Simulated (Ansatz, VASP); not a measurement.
**One calculation of BaTlBr3, two programs**

Contents of INCAR:

```
  PREC = Accurate
  ENCUT = 520
  EDIFF = 1E-6
  ISMEAR = 0
  SIGMA = 0.01
  LREAL = F
  LASPH = T
  NELM = 80
  ALGO = Normal
  ISIF = 2
  LWAVE = F
  LCHARG = T
  GGA = PE
  LELF = T
  LVHAR = T
  NBANDS = 30
```

File KPOINTS:

```
regular mesh
0
Gamma
  4 4 4
```

File POSCAR:

```
BaTlBr3
1.0
    6.2753295533      0.0000000000      0.0000000000
    0.0000000000      6.2753295533      0.0000000000
    0.0000000000      0.0000000000      6.2753295533
Tl Ba Br
1 1 3
Direct
    0.0000000000      0.0000000000      0.0000000000
    0.5000000000      0.5000000000      0.5000000000
    0.5000000000      0.5000000000      0.0000000000
    0.5000000000      0.0000000000      0.5000000000
    0.0000000000      0.5000000000      0.5000000000
```

Input for Ansatz:

```yaml
crystal:
  lattice:
    - [6.2753295533, 0.0, 0.0]
    - [0.0, 6.2753295533, 0.0]
    - [0.0, 0.0, 6.2753295533]
  atoms:
    - { symbol: Tl, position: [0.0, 0.0, 0.0] }
    - { symbol: Ba, position: [0.5, 0.5, 0.5] }
    - { symbol: Br, position: [0.5, 0.5, 0.0] }
    - { symbol: Br, position: [0.5, 0.0, 0.5] }
    - { symbol: Br, position: [0.0, 0.5, 0.5] }
kpoints:
  mp_grid: { grid: [4, 4, 4] }
hamiltonian:
  xc: pbe
scf:
  occupations: { method: fixed }
  n_extra_bands: 5
output:
  forces: true
  stress: true
  eigenvalues: true
```

Alike in both runs: task single point; functional PBE; k mesh 4 × 4 × 4; no spin polarisation.

```csv
,VASP,Ansatz
version,VASP 6.6.1,Ansatz 0.2.0
potentials or method,"VASP PAW PBE potentials, release 64 (Tl_d, Ba_sv, Br)","plane waves, PAW"
plane-wave cutoff (eV),520,420
occupations,"gaussian, width 0.01 eV",fixed
valence electrons in the cell,44,44
```

```tsv
	VASP	Ansatz	Ansatz less VASP
gap on the k mesh at the Fermi level (eV)	2.96	2.96	+0.002
pressure (GPa)	0.2	0.0	-0.22
```

Neither program's run includes spin-orbit coupling.
